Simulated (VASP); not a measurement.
Input of a VASP 6.6.1 run:

The input INCAR:

```
ALGO = Normal ; EDIFF = 1E-6
ENCUT = 520 ; GGA = RP
ISIF = 2 ; ISMEAR = -1
IVDW = 12 ; LASPH = True
LCHARG = True ; LELF = True
LREAL = False ; LVHAR = True
LWAVE = False ; NBANDS = 56
NELM = 60 ; PREC = Accurate
SIGMA = 0.05
```

File KPOINTS:

```
k-points
0
Gamma
  5 6 5
```

Contents of POSCAR:

```
HfO2
1.0
    5.1745526769      0.0000000000      0.0000000000
    0.0000000000      4.9372615308      0.0000000000
    0.0000000000      0.0000000000      4.9044782620
Hf O
4 8
Direct
    0.9672939904      0.7302253017      0.7540841275
    0.5327060096      0.7302253017      0.2540841275
    0.4672939904      0.2697746983      0.7540841275
    0.0327060096      0.2697746983      0.2540841275
    0.6126961190      0.9061542650      0.8539591269
    0.8873038810      0.9061542650      0.3539591269
    0.2452999514      0.5504987887      0.5049567456
    0.2547000486      0.5504987887      1.0049567456
    0.7547000486      0.4495012113      1.0049567456
    0.7452999514      0.4495012113      0.5049567456
    0.1126961190      0.0938457350      0.8539591269
    0.3873038810      0.0938457350      0.3539591269
```

Potentials or basis: VASP PAW PBE potentials, release 64 (Hf_pv, O).

The run is started by

```bash
$ cat potpaw_PBE.64/Hf_pv/POTCAR potpaw_PBE.64/O/POTCAR > POTCAR
$ mpirun -np 1 vasp_std > vasp.out
```

Question: Predict the largest force.

Answer: 0.071 eV/Å.

Question: What does it give for the band gap on the k mesh?

Answer: 4.66 eV, direct.

Question: Estimate the pressure.

Answer: -3.8 GPa.

Stress tensor (GPa, compression positive):
```
-4.05  0.00  0.00
 0.00 -3.76  0.00
 0.00  0.00 -3.56
```

Caveat: the PAW data sets were made with another functional, which shifts forces and pressure a little; spin-orbit coupling is left out, which moves the levels of the heavy elements. A k mesh can miss the band edges.
